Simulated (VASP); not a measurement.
# C (I4_1/amd) in VASP: a series of runs

The runs below take C through electric field gradients, with PBE.

All numbers are computed with VASP 6.6.1; they aren't measurements. Logs are shortened: lines on timing, memory, paths and dates and some standing lists are left out, and cuts for length are marked.

### Step 1. The cell of the first run

Symmetry: I4_1/amd, No. 141, tetragonal system. Conventional cell: a = 2.446 Å, b = 2.446 Å, c = 3.567 Å, α = 90.00°, β = 90.00°, γ = 90.00°. C (site symmetry -4m2) has 4 C at 1.51 Å within 2.0 Å.

### Step 2. Electric field gradients, PBE (equal xx and yy strain of -3 %)

File INCAR:

```
ALGO = Normal
EDIFF = 1E-8
ENCUT = 520
GGA = PE
ISIF = 2
ISMEAR = -1
LASPH = T
LCHARG = F
LEFG = T
LREAL = F
LWAVE = F
NBANDS = 11
NELM = 100
PREC = Accurate
SIGMA = 0.08
```

File KPOINTS:

```
k-points
0
Gamma
  20 20 20
```

File POSCAR:

```
C
1.0
    0.0000000000      1.7298980000      1.7834000000
    1.7298980000      0.0000000000      1.7834000000
    1.7298980000      1.7298980000      0.0000000000
C
2
Direct
    0.5000000000      0.5000000000      0.5000000000
    0.7500000000      0.7500000000      0.7500000000
```

Potentials or basis: VASP PAW PBE potentials, release 64 (C).

The run is started by

```bash
$ cat potpaw_PBE.64/C/POTCAR > POTCAR
$ mpirun -np 1 vasp_std > vasp.out
```

OUTCAR:

```text
EDIFF = 1E-8
   ENCUT = 520
   GGA = PE
   ISIF = 2
   ISMEAR = -1
   LASPH = T
   LREAL = F
   NELM = 100
   PREC = Accurate

 ion  position               nearest neighbor table
   1  0.500  0.500  0.500-   2 1.51   2 1.51   2 1.51   2 1.51
   2  0.750  0.750  0.750-   1 1.51   1 1.51   1 1.51   1 1.51

  LATTYP: Found a body centered tetragonal cell.
 ALAT       =     2.4464452131
 C/A-ratio  =     1.4579521262

  Lattice vectors:

 A1 = (  -1.7298980000,   0.0000000000,   1.7834000000)
 A2 = (   1.7298980000,   0.0000000000,   1.7834000000)
 A3 = (   0.0000000000,   1.7298980000,  -1.7834000000)

Analysis of symmetry for initial positions (statically):
=====================================================================
 Subroutine PRICEL returns:
 Original cell was already a primitive cell.

 Routine SETGRP: Setting up the symmetry group for a
 body centered tetragonal supercell.

 Subroutine GETGRP returns: Found 16 space group operations
 (whereof  8 operations were pure point group operations)
 out of a pool of 16 trial point group operations.

The static configuration has the point symmetry D_2d.
 The point group associated with its full space group is D_4h.

Analysis of symmetry for dynamics (positions and initial velocities):
=====================================================================
 Subroutine PRICEL returns:
 Original cell was already a primitive cell.

 Routine SETGRP: Setting up the symmetry group for a
 body centered tetragonal supercell.

 Subroutine GETGRP returns: Found 16 space group operations
 (whereof  8 operations were pure point group operations)
 out of a pool of 16 trial point group operations.

The dynamic configuration has the point symmetry D_2d.
 The point group associated with its full space group is D_4h.

 Subroutine INISYM returns: Found 16 space group operations
 (whereof  8 operations are pure point group operations),
 and found     1 'primitive' translations

----------------------------------------------------------------------------------------

                                     Primitive cell

  volume of cell :      10.6738

  direct lattice vectors                    reciprocal lattice vectors
     0.000000000  1.729898000  1.783400000    -0.289034382  0.289034382  0.280363351
     1.729898000  0.000000000  1.783400000     0.289034382 -0.289034382  0.280363351
     1.729898000  1.729898000  0.000000000     0.289034382  0.289034382 -0.280363351

  length of vectors
     2.484564882  2.484564882  2.446445213     0.495666578  0.495666578  0.495666578

  position of ions in fractional coordinates (direct lattice)
     0.500000000  0.500000000  0.500000000
     0.750000000  0.750000000  0.750000000

  ion indices of the primitive-cell ions
   primitive index   ion index
                 1           1
                 2           2

----------------------------------------------------------------------------------------

 KPOINTS: k-points

Automatic generation of k-mesh.
 Grid dimensions read from file:
 generate k-points for:   20   20   20

 Generating k-lattice:

  Cartesian coordinates                     Fractional coordinates (reciprocal lattice)
    -0.014451719  0.014451719  0.014018168     0.050000000  0.000000000  0.000000000
     0.014451719 -0.014451719  0.014018168     0.000000000  0.050000000  0.000000000
     0.014451719  0.014451719 -0.014018168    -0.000000000 -0.000000000  0.050000000

  Length of vectors
     0.024783329  0.024783329  0.024783329

  Shift w.r.t. Gamma in fractional coordinates (k-lattice)
     0.000000000  0.000000000  0.000000000

 Subroutine IBZKPT returns following result:
 ===========================================

 Found    641 irreducible k-points:

 Following reciprocal coordinates:
            Coordinates               Weight
  0.000000  0.000000  0.000000      1.000000
  0.050000  0.000000  0.000000      8.000000
  0.100000  0.000000  0.000000      8.000000
  0.150000  0.000000  0.000000      8.000000
  0.200000  0.000000  0.000000      8.000000
  0.250000  0.000000  0.000000      8.000000
[... 16 lines left out ...]
 -0.400000  0.050000  0.000000      8.000000
 -0.350000  0.050000  0.000000      8.000000
 [... further k-points ...]
   k-points           NKPTS =    641   k-points in BZ     NKDIM =    641   number of bands    NBANDS=     11
   number of dos      NEDOS =    301   number of ions     NIONS =      2
   total plane-waves  NPLWV =   5832
   dimension x,y,z NGX =    18 NGY =   18 NGZ =   18
   dimension x,y,z NGXF=    36 NGYF=   36 NGZF=   36
   ions per type =               2
   NGX,Y,Z   is equivalent  to a cutoff of  12.04, 12.04, 12.23 a.u.
   NGXF,Y,Z  is equivalent  to a cutoff of  24.09, 24.09, 24.46 a.u.
 SYSTEM =  unknown system
   PREC   = accura    normal or accurate (medium, high low for compatibility)
   ISTART =      0    job   : 0-new  1-cont  2-samecut
   ICHARG =      2    charge: 1-file 2-atom 10-const
   ISPIN  =      1    spin polarized calculation?
   LNONCOLLINEAR =      F non collinear calculations
   LSORBIT =      F    spin-orbit coupling
   LASPH  =      T    aspherical Exc in radial PAW
   ENCUT  =  520.0 eV  38.22 Ry    6.18 a.u.   4.62  4.62  4.55*2*pi/ulx,y,z
   NELM   =    100;   NELMIN=  2; NELMDL= -5     # of ELM steps
   EDIFF  = 0.1E-07   stopping-criterion for ELM
   LREAL  =      F    real-space projection
   EDIFFG = 0.1E-06   stopping-criterion for IOM
   NSW    =      0    number of steps for IOM
   IBRION =     -1    ionic relax: 0-MD 1-quasi-New 2-CG
   NFREE  =      0    steps in history (QN), initial steepest desc. (CG)
   ISIF   =      2    stress and relaxation
   ISYM   =      2    0-nonsym 1-usesym 2-fastsym
   POTIM  = 0.5000    time-step for ionic-motion
   TEBEG  =    0.0;   TEEND  =   0.0 temperature during run
   PSTRESS=    0.0 pullay stress
   NELECT =       8.0000    total number of electrons
   NUPDOWN=      -1.0000    fix difference up-down
   EMIN   =  10.00;   EMAX   =-10.00  energy-range for DOS
   EFERMI =   0.00;   METHOD = LEGACY
   ISMEAR =    -1;   SIGMA  =   0.08  broadening in eV -4-tet -1-fermi 0-gaus
   EFERMI_NEDOS =   21; number of points for ismear=-14 and -15
   IALGO  =     38    algorithm
   IMIX   =      4    mixing-type and parameters
     AMIX     =   0.40;   BMIX     =  1.00
     AMIX_MAG =   1.60;   BMIX_MAG =  1.00
  volume/ion in A,a.u.               =       5.34        36.02
  Fermi-wavevector in a.u.,A,eV,Ry     =   1.487071  2.810156 30.087636  2.211379
  Thomas-Fermi vector in A             =   2.600277
   LORBIT       =      0    0 simple, 1 ext, 2 COOP (PROOUT), +10 PAW based schemes
   GGA     = PE    functional components
[... 5 lines left out ...]
 non-spin polarized calculation
  energy-cutoff  :      520.00
  volume of cell :       10.67
 maximum number of plane-waves:       302
   NGX =  9   NGY =  9   NGZ =  9

 number of electron       8.0000001 magnetization

 Free energy of the ion-electron system (eV)
  ---------------------------------------------------
  ext. energy  EPLUGINS =         0.00000000
  ---------------------------------------------------
  free energy    TOTEN  =       -18.09299473 eV

  energy without entropy =      -18.09299473  energy(sigma->0) =      -18.09299473

 E-fermi :  12.1719     XC(G=0): -13.5600

 val. band max:       10.7976803416   @ k =   0.0000   0.0000   0.0000
 cond. band min:      14.6642820586   @ k =   0.3500   0.0000   0.3500
 fundamental gap:      3.8666017171
 Fermi energy:        12.1718823385

 k-point     1 :       0.0000    0.0000    0.0000
  band No.  band energies     occupation
      1     -11.6808      2.00000
      2      10.3016      2.00000
      3      10.7977      2.00000
      4      10.7977      2.00000
      5      16.2707      0.00000
      6      16.2707      0.00000
      7      16.6588      0.00000
      8      25.3706      0.00000
      9      30.7356      0.00000
     10      36.8886      0.00000
     11      37.7512      0.00000

 k-point     2 :       0.0500    0.0000    0.0000
  band No.  band energies     occupation
      1     -11.6086      2.00000
      2       9.9851      2.00000
      3      10.4696      2.00000
      4      10.6680      2.00000
      5      16.4466      0.00000
      6      16.5090      0.00000
      7      16.9161      0.00000
      8      25.4133      0.00000
      9      30.8591      0.00000
     10      35.6992      0.00000
     11      37.2354      0.00000
[... 295 lines left out ...]
 k-point    24 :      -0.3500    0.0500    0.0000
  band No.  band energies     occupation
      1      -7.8011      2.00000
      2      -0.2417      2.00000
      3       7.1833      2.00000
      4       8.4352      2.00000
      5      19.2424      0.00000
      6      19.2589      0.00000
      7      20.4677      0.00000
      8      26.5896      0.00000
      9      32.5548      0.00000
     10      34.1439      0.00000
     11      36.3200      0.00000

 [... further k-points ...]
[... 5 lines left out ...]
  --------------------------------------------------------------------------------------
  -------------------------------------------------------------------------------------
  Total        2.8655299      2.8655299      0.7900973      0.0000000     -0.0000000      0.0000000
  in kB      430.1260725    430.1260725    118.5963734      0.0000000     -0.0000000      0.0000000
  external PRESSURE =     326.2828395 kB  Pullay stress =       0.0000000 kB

 VOLUME and BASIS-vectors are now :
 -----------------------------------------------------------------------------
  energy-cutoff  :      520.00
  volume of cell :       10.67
      direct lattice vectors                 reciprocal lattice vectors
     0.000000000  1.729898000  1.783400000    -0.289034382  0.289034382  0.280363351
     1.729898000  0.000000000  1.783400000     0.289034382 -0.289034382  0.280363351
     1.729898000  1.729898000  0.000000000     0.289034382  0.289034382 -0.280363351

 POSITION                                       TOTAL-FORCE (eV/Angst)
 -----------------------------------------------------------------------------------
      1.72990      1.72990      1.78340        -0.000000     -0.000000     -0.000000
      2.59485      2.59485      2.67510         0.000000      0.000000      0.000000
 -----------------------------------------------------------------------------------
    total drift:                                0.000000     -0.000000      0.000000

  FREE ENERGIE OF THE ION-ELECTRON SYSTEM (eV)
  ---------------------------------------------------
  free  energy   TOTEN  =       -18.0929947344 eV

  energy  without entropy=      -18.0929947343  energy(sigma->0) =      -18.09299473

 Electric field gradients (V/A^2)
---------------------------------------------------------------------
 ion       V_xx      V_yy      V_zz      V_xy      V_xz      V_yz
---------------------------------------------------------------------
   1      -0.646    -0.646     1.293     0.001     0.000     0.000
   2      -0.646    -0.646     1.293     0.001     0.000     0.000
---------------------------------------------------------------------

 Electric field gradients after diagonalization (V/A^2)
 (convention: |V_zz| > |V_xx| > |V_yy|)
----------------------------------------------------------------------
 ion       V_xx      V_yy      V_zz     asymmetry (V_yy - V_xx)/ V_zz
----------------------------------------------------------------------
   1      -0.647    -0.646     1.293       0.001
   2      -0.647    -0.646     1.293       0.001
----------------------------------------------------------------------

           NMR quadrupolar parameters

 Cq : quadrupolar parameter    Cq=e*Q*V_zz/h
 eta: asymmetry parameters     (V_yy - V_xx)/ V_zz
 Q  : nuclear electric quadrupole moment in mb (millibarn)
----------------------------------------------------------------------
 ion       Cq(MHz)       eta       Q (mb)
----------------------------------------------------------------------
   1       0.003       0.001       1.000
   2       0.003       0.001       1.000
----------------------------------------------------------------------
```

Wall time 24 s (1 thread of Intel Xeon 6975P-C (Granite Rapids), shared host); peak memory 0.16 GiB.

Results:

```
Free energy            : -18.0930 eV
Pressure               : 32.6 GPa
Band gap on the k mesh : 3.87 eV, indirect (least direct gap 5.47 eV)
```

Levels at points of the mesh, in eV from the valence-band top:
```
           k point  band 2  band 3  band 4  band 5  band 6  band 7
(0.00, 0.00, 0.00)   -0.50    0.00    0.00    5.47    5.47    5.86
(0.50, 0.00, 0.00)  -14.23   -3.42   -2.83    8.14    8.69    9.78
(0.50, 0.50, 0.00)  -13.70   -6.52   -6.52    5.22    5.22   17.47
(0.50, 0.00, 0.50)  -13.20   -6.99   -6.99    4.48    4.48   17.59
```

Electric field gradients, principal values (V/Å²):
| atom | least | middle | greatest (by size) |
| --- | --- | --- | --- |
| 1 C | -0.646 | -0.647 | 1.293 |
| 2 C | -0.646 | -0.647 | 1.293 |

Caveat: the cell differs from its parent crystal (equal xx and yy strain of -3 %); without QUAD_EFG the Cq values of the log hold for a quadrupole moment of 1 mb, not for the nuclei.

(Continued in part 2 of 2.)
